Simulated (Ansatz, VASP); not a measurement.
VB4Os: VASP beside Ansatz

The input INCAR:

```
SYSTEM = VB4Os
ALGO = Normal ; EDIFF = 1E-7
ENCUT = 520 ; GGA = PE
ISIF = 2 ; ISMEAR = -1
ISPIN = 2 ; LASPH = .True.
LCHARG = .True. ; LELF = .True.
LMAXMIX = 4 ; LORBIT = 11
LREAL = .False. ; LVHAR = .True.
LWAVE = .False. ; MAGMOM = 1 2 0 0 0 0
NBANDS = 30 ; NELM = 150
PREC = Accurate ; SIGMA = 0.05
```

The input KPOINTS:

```
k-points
0
Gamma
  11 11 4
  0 0 0
```

The input POSCAR:

```
VB4Os
1.0
    2.8774873876      0.0000000000      0.0000000000
   -1.4387436938      2.4919771768      0.0000000000
    0.0000000000      0.0000000000      7.4537050000
Os V B
1 1 4
Direct
    0.3351650000      0.6709520000      0.4943840000
    0.0151430000      0.0093990000     -0.0017180000
   -0.0099920000     -0.0156970000      0.2846050000
    0.3499380000      0.6747510000      0.1974090000
    0.3102560000      0.6512840000      0.7882300000
    0.0070700000      0.0105410000      0.7026250000
```

input.yaml

```yaml
crystal:
  lattice:
    - [2.8774873876, 0.0, 0.0]
    - [-1.4387436938, 2.4919771768, 0.0]
    - [0.0, 0.0, 7.453705]
  atoms:
    - { symbol: Os, position: [0.335165, 0.670952, 0.494384], spin: 1.0 }
    - { symbol: V, position: [0.015143, 0.009399, -0.001718], spin: 2.0 }
    - { symbol: B, position: [-0.009992, -0.015697, 0.284605] }
    - { symbol: B, position: [0.349938, 0.674751, 0.197409] }
    - { symbol: B, position: [0.310256, 0.651284, 0.78823] }
    - { symbol: B, position: [0.00707, 0.010541, 0.702625] }
hamiltonian:
  xc: pbe
  pseudopotentials: { kind: paw }
magnetization:
  spin_polarized: true
kpoints:
  mp_grid: { grid: [11, 11, 4] }
scf:
  occupations: { method: fermi_dirac, width: 0.05 }
output:
  forces: true
  stress: true
  eigenvalues: true
```

Change from the starting cell: atoms moved at random, drawn with an rms of 0.05 Å.

Alike in both runs: task single point; functional PBE; k mesh 11 × 11 × 4; occupations fermi-dirac, width 0.05 eV; collinear spin, ferromagnetic start.

|  | VASP | Ansatz |
| --- | --- | --- |
| version | VASP 6.6.1 | Ansatz 0.2.0 |
| potentials or method | VASP PAW PBE potentials, release 64 (Os, V_sv, B) | Ansatz PAW |
| plane-wave cutoff (eV) | 520 | 420 |
| valence electrons in the cell | 33 | 41 |

```csv
,VASP,Ansatz,Ansatz less VASP
gap on the k mesh at the Fermi level (eV),none,none,-
pressure (GPa),0.8,0.3,-0.57
"traceless stress, the component that is largest in VASP (GPa)",1.12,1.14,+0.018
rms of the force components (eV/Å),0.408,0.405,-0.0028
net moment per atom (μB),0.00,0.00,0.000
```

Atom by atom the forces differ by 0.012 eV/Å (rms over components). A gap of «none» marks a metal or a gap that the smearing closes. With one functional, cell and mesh, what is left measures potentials, basis and numerics. VASP's potentials hold 33 valence electrons a cell and Ansatz's 41, so a difference there can come from the potentials and not from the codes.

Spin-orbit coupling is off throughout.
